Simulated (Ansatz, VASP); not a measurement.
**HgTe in VASP and in Ansatz**

```
Hg Te
1.0
     0.00000    2.86614    2.86614
     2.86614    0.00000    2.86614
     2.86614    2.86614    0.00000
Hg Te
1 1
Cartesian
  0.0000 0.0000 0.0000
  1.4331 1.4331 1.4331
```

Change from the starting cell: volume scaled by 0.64, PAW files.

Alike in both runs: task single point; functional PBE; k mesh 11 × 11 × 11; occupations fermi-dirac, width 0.05 eV; no spin polarisation.

```csv
,VASP,Ansatz
version,VASP 6.6.1,Ansatz 0.2.0
potentials or method,"VASP PAW PBE potentials, release 64 (Hg, Te)","PAW with Ansatz's default frozen-core files, scalar-relativistic"
plane-wave cutoff (eV),520,420
valence electrons in the cell,18,36
```

|  | VASP | Ansatz | Ansatz less VASP |
| --- | --- | --- | --- |
| pressure (GPa) | 48.4 | 48.0 | -0.45 |

Both programs put the cell under a high pressure, so it lies far from rest at this level. With one functional, cell and mesh, what is left measures potentials, basis and numerics. VASP's potentials hold 18 valence electrons a cell and Ansatz's 36, so a difference there can come from the potentials and not from the codes.

Spin-orbit coupling is off throughout.
